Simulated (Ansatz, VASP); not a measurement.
**Pd: VASP beside Ansatz**

```xyz
1
Lattice="0.0000 1.9726 1.9726 1.9726 0.0000 1.9726 1.9726 1.9726 0.0000" Properties=species:S:1:pos:R:3 pbc="T T T"
Pd    0.0000    0.0000    0.0000
```

Alike in both runs: functional PBE; k mesh 19 × 19 × 19; occupations fermi-dirac, width 0.08 eV; no spin polarisation.

Ansatz relaxed the structure, and its values are those at the end. VASP's run is a single point on that final structure, the one shown.

|  | VASP | Ansatz |
| --- | --- | --- |
| version | VASP 6.6.1 | Ansatz 0.2.0 |
| potentials or method | VASP PAW PBE potentials, release 64 (Pd) | PAW with Ansatz's default frozen-core files, scalar-relativistic |
| plane-wave cutoff (eV) | 520 | 420 |
| valence electrons in the cell | 10 | 18 |

|  | VASP | Ansatz | Ansatz less VASP |
| --- | --- | --- | --- |
| pressure (GPa) | -0.3 | 0.0 | +0.28 |

With one functional, cell and mesh, what is left measures potentials, basis and numerics. VASP's potentials hold 10 valence electrons a cell and Ansatz's 18, so a difference there can come from the potentials and not from the codes.
